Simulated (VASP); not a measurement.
# MgAu (Pm-3m) in VASP: further runs, part 3 of 3

VASP 6.6.1. The steps go on from the part before.

**6. Electric field gradients, LDA (volume scaled by 1.04)**

File INCAR:

```
SYSTEM = MgAu
ALGO = Normal
EDIFF = 1E-8
ENCUT = 520
ISIF = 2
ISMEAR = -1
LASPH = .TRUE.
LCHARG = .FALSE.
LEFG = .TRUE.
LREAL = .FALSE.
LWAVE = .FALSE.
NBANDS = 14
NELM = 80
PREC = Accurate
SIGMA = 0.05
```

File KPOINTS:

```
k-points
0
G
  13 13 13
  0 0 0
```

File POSCAR:

```
MgAu
1.0
    3.3018864970      0.0000000000      0.0000000000
    0.0000000000      3.3018864970      0.0000000000
    0.0000000000      0.0000000000      3.3018864970
Mg Au
1 1
Direct
    0.5000000000      0.5000000000      0.5000000000
    0.0000000000      0.0000000000      0.0000000000
```

Potentials or basis: VASP PAW LDA potentials, release 64 (Mg, Au).

On the command line:

```sh
cat potpaw_LDA.64/Mg/POTCAR potpaw_LDA.64/Au/POTCAR > POTCAR
mpirun -np 1 vasp_std > vasp.out
```

OUTCAR:

```text
SYSTEM = MgAu
   EDIFF = 1E-8
   ENCUT = 520
   ISIF = 2
   ISMEAR = -1
   LASPH = .TRUE.
   LREAL = .FALSE.
   NELM = 80
   PREC = Accurate

 ion  position               nearest neighbor table
   1  0.500  0.500  0.500-   2 2.86   2 2.86   2 2.86   2 2.86   2 2.86   2 2.86   2 2.86   2 2.86

   2  0.000  0.000  0.000-   1 2.86   1 2.86   1 2.86   1 2.86   1 2.86   1 2.86   1 2.86   1 2.86

  LATTYP: Found a simple cubic cell.
 ALAT       =     3.3018864970

  Lattice vectors:

 A1 = (   3.3018864970,   0.0000000000,   0.0000000000)
 A2 = (   0.0000000000,   3.3018864970,   0.0000000000)
 A3 = (   0.0000000000,   0.0000000000,   3.3018864970)

Analysis of symmetry for initial positions (statically):
=====================================================================
 Subroutine PRICEL returns:
 Original cell was already a primitive cell.

 Routine SETGRP: Setting up the symmetry group for a
 simple cubic supercell.

 Subroutine GETGRP returns: Found 48 space group operations
 (whereof 48 operations were pure point group operations)
 out of a pool of 48 trial point group operations.

The static configuration has the point symmetry O_h .

Analysis of symmetry for dynamics (positions and initial velocities):
=====================================================================
 Subroutine PRICEL returns:
 Original cell was already a primitive cell.

 Routine SETGRP: Setting up the symmetry group for a
 simple cubic supercell.

 Subroutine GETGRP returns: Found 48 space group operations
 (whereof 48 operations were pure point group operations)
 out of a pool of 48 trial point group operations.

The dynamic configuration has the point symmetry O_h .
[... 166 lines left out ...]
     11      15.0558      0.00000
     12      15.8336      0.00000
     13      23.5419      0.00000
     14      23.5419      0.00000
[... 377 lines left out ...]
      1       0.1360      2.00000
      2       0.6564      2.00000
      3       1.7733      2.00000
      4       1.8497      2.00000
      5       1.9136      2.00000
      6       2.5071      2.00000
      7       5.8799      1.99778
      8       8.2988      0.00000
      9      12.0692      0.00000
     10      15.9356      0.00000
     11      16.9070      0.00000
     12      18.4739      0.00000
     13      19.1913      0.00000
     14      21.3625      0.00000

 [... further k-points ...]
[... 5 lines left out ...]
  --------------------------------------------------------------------------------------
  -------------------------------------------------------------------------------------
  Total       -1.5497542     -1.5497542     -1.5497542     -0.0000000     -0.0000000      0.0000000
  in kB      -68.9742496    -68.9742496    -68.9742496     -0.0000000     -0.0000000      0.0000000
  external PRESSURE =     -68.9742496 kB  Pullay stress =       0.0000000 kB

 VOLUME and BASIS-vectors are now :
 -----------------------------------------------------------------------------
  energy-cutoff  :      520.00
  volume of cell :       36.00
      direct lattice vectors                 reciprocal lattice vectors
     3.301886497  0.000000000  0.000000000     0.302857170  0.000000000  0.000000000
     0.000000000  3.301886497  0.000000000     0.000000000  0.302857170  0.000000000
     0.000000000  0.000000000  3.301886497     0.000000000  0.000000000  0.302857170

 POSITION                                       TOTAL-FORCE (eV/Angst)
 -----------------------------------------------------------------------------------
      1.65094      1.65094      1.65094         0.000000      0.000000      0.000000
      0.00000      0.00000      0.00000         0.000000      0.000000      0.000000
 -----------------------------------------------------------------------------------
    total drift:                               -0.000000     -0.000000     -0.000000

  FREE ENERGIE OF THE ION-ELECTRON SYSTEM (eV)
  ---------------------------------------------------
  free  energy   TOTEN  =        -7.5537882630 eV

  energy  without entropy=       -7.5477070016  energy(sigma->0) =       -7.55074763

 Electric field gradients (V/A^2)
---------------------------------------------------------------------
 ion       V_xx      V_yy      V_zz      V_xy      V_xz      V_yz
---------------------------------------------------------------------
   1      -0.000     0.000     0.000    -0.000    -0.000     0.000
   2       0.000    -0.000    -0.000    -0.000    -0.000    -0.000
---------------------------------------------------------------------

 Electric field gradients after diagonalization (V/A^2)
 (convention: |V_zz| > |V_xx| > |V_yy|)
----------------------------------------------------------------------
 ion       V_xx      V_yy      V_zz     asymmetry (V_yy - V_xx)/ V_zz
----------------------------------------------------------------------
   1      -0.000     0.000     0.000       0.231
   2      -0.000     0.000    -0.000      -0.672
----------------------------------------------------------------------

           NMR quadrupolar parameters

 Cq : quadrupolar parameter    Cq=e*Q*V_zz/h
 eta: asymmetry parameters     (V_yy - V_xx)/ V_zz
 Q  : nuclear electric quadrupole moment in mb (millibarn)
----------------------------------------------------------------------
 ion       Cq(MHz)       eta       Q (mb)
----------------------------------------------------------------------
   1       0.000       0.231       1.000
   2      -0.000      -0.672       1.000
----------------------------------------------------------------------
```

stdout:

```text
POSCAR found type information on POSCAR MgAu
 POSCAR found :  2 types and       2 ions
 scaLAPACK will be used
 LDA part: xc-table for (Slater(with rela. corr.)+CA(PZ))
 , standard interpolation
 POSCAR, INCAR and KPOINTS ok, starting setup
 FFT: planning ... GRIDC
 FFT: planning ... GRID_SOFT
 FFT: planning ... GRID
 WAVECAR not read
 entering main loop
ion   1

ion   2
```

Wall time 39 s (1 thread of Intel Xeon Platinum 8375C at 2.90GHz (Ice Lake), shared host); peak memory 0.18 GiB.

What came out:

| Item | Value |
| --- | --- |
| Free energy | -7.5538 eV |
| Pressure | -6.9 GPa |

Caveat: without QUAD_EFG the Cq values of the log hold for a quadrupole moment of 1 mb, not for the nuclei; spin-orbit coupling is left out, which moves the levels of the heavy elements.

**7. Summary**

| cell | gap on the mesh (eV) | pressure (GPa) |
| --- | --- | --- |
| a = 3.270 Å, 2 atoms | none | -4.7 |
| a = 3.281 Å, 2 atoms | none | -5.5 |
| a = 3.302 Å, 2 atoms | none | -6.9 |

Alike in all rows: task electric field gradients; level LDA; potentials or basis VASP PAW LDA potentials, release 64 (Mg, Au); no spin polarisation; k mesh 13 × 13 × 13; cutoff (eV) 520; smearing fermi-dirac 0.05 eV.

Caveats: spin-orbit coupling is left out, which moves the levels of the heavy elements.

Absolute energies hang on the potentials; compare differences alone.
